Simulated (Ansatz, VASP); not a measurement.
K in VASP and in Ansatz

```
K
1.0
     4.64980    0.00000    0.00000
    -2.32490    4.02685    0.00000
     0.00000    0.00000    7.60444
K
2
Direct
  0.33333 0.66667 0.25000
  0.66667 0.33333 0.75000
```

Alike in both runs: functional PBEsol; k mesh 12 × 12 × 6; occupations gaussian, width 0.1 eV; no spin polarisation.

Ansatz relaxed the structure, and its values are those at the end. VASP's run is a single point on that final structure, the one shown.

|  | VASP | Ansatz |
| --- | --- | --- |
| version | VASP 6.6.1 | Ansatz 0.2.0 |
| potentials or method | VASP PAW PBE potentials, release 64 (K_sv), cutoff 520 eV | scalar-relativistic, plane waves, PAW |
| valence electrons in the cell | 18 | 18 |

```csv
,VASP,Ansatz,Ansatz less VASP
gap on the k mesh at the Fermi level (eV),none,none,-
pressure (GPa),0.0,0.0,+0.01
```

VASP's potentials were made for PBE, not for PBEsol. A gap of «none» marks a metal or a gap that the smearing closes.
